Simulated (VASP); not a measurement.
## Re: single point with PBEsol

Re:

```
Re
1.0
     0.00000    1.96513    1.97500
     1.97500    0.00000    1.97500
     1.97500    1.96513    0.00000
Re
1
Cartesian
  0.0000 0.0000 0.0000
```

This cell differs from its parent crystal: strain -0.0050 x Voigt [0, 1, 0, 0, 0, 0].

```json
{"Program": "VASP 6.6.1", "Task": "single point", "Functional": "PBEsol", "Potentials or basis": "VASP PAW PBE potentials, release 64 (Re)", "Cutoff": "520 eV", "k mesh": "20 × 20 × 20", "Occupations": "gaussian, width 0.15 eV", "Spin": "no spin polarisation", "Dipole correction": "no", "Further INCAR settings": "ALGO = Normal; EDIFF = 1e-06; NBANDS = 10"}
```

```yaml
Pressure: -17.4 GPa
Band_gap_on_the_k_mesh: zero (an odd number of electrons rules out a gap without spin polarisation)
```

Stress tensor (GPa, compression positive):
```
-17.85   0.00   0.00
  0.00 -16.51   0.00
  0.00   0.00 -17.85
```

Levels at points of the mesh, in eV from the Fermi level:
| k point | band 1 | band 2 | band 3 | band 4 | band 5 | band 6 | band 7 | band 8 |
| --- | --- | --- | --- | --- | --- | --- | --- | --- |
| (0.00, 0.00, 0.00) | -9.88 | -1.84 | -1.84 | -1.77 | 1.13 | 1.22 | 13.90 | 19.25 |
| (0.50, 0.00, 0.00) | -6.61 | -2.05 | -1.98 | 0.15 | 3.56 | 3.61 | 9.36 | 13.38 |
| (0.50, 0.50, 0.00) | -6.50 | -5.65 | 2.59 | 3.53 | 4.25 | 4.32 | 11.93 | 12.00 |
| (0.50, 0.00, 0.50) | -6.49 | -5.65 | 2.69 | 3.52 | 4.29 | 4.29 | 11.88 | 11.88 |

Run time: 110 s on 1 thread of Intel Xeon 8259CL (shared host), peak memory 0.23 GiB.

Caveat: the cell differs from its parent crystal (strain -0.0050 x Voigt [0, 1, 0, 0, 0, 0]); the cell stands under tension; the PAW data sets were made with another functional, which shifts forces and pressure a little; spin-orbit coupling is left out, which moves the levels of the heavy elements.
